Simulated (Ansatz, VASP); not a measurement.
W: VASP beside Ansatz

```
W
1.0
    -1.56897    1.56897    1.56897
     1.56897   -1.56897    1.56897
     1.56897    1.56897   -1.56897
W
1
Direct
  0.00000 0.00000 0.00000
```

Alike in both runs: task relaxation of cell and atoms; functional LDA; k mesh 16 × 16 × 16; occupations gaussian, width 0.1 eV; no spin polarisation.

|  | VASP | Ansatz |
| --- | --- | --- |
| version | VASP 6.6.1 | Ansatz 0.2.0 |
| potentials or method | VASP PAW LDA potentials, release 64 (W_sv), cutoff 600 eV | scalar-relativistic, plane waves, PAW |
| valence electrons in the cell | 14 | 14 |

VASP gave:

| Item | Value |
| --- | --- |
| gap on the k mesh at the Fermi level, each at its own relaxed structure (eV) | none |
| relaxed volume (Å³/atom) | 15.49 |
| relaxed cell length with the largest relative difference (Å) | 2.720 |

Question: Estimate Ansatz's values.

Answer: gap on the k mesh at the Fermi level, each at its own relaxed structure (eV): none; relaxed volume (Å³/atom): 15.40; relaxed cell length with the largest relative difference (Å): 2.715.

Ansatz warns that its potentials were made for another functional, while VASP's fit it. LDA's correlation is that of Perdew and Zunger in VASP and of Perdew and Wang (1992) in Ansatz. A gap of «none» marks a metal or a gap that the smearing closes.

Spin-orbit coupling is off throughout.
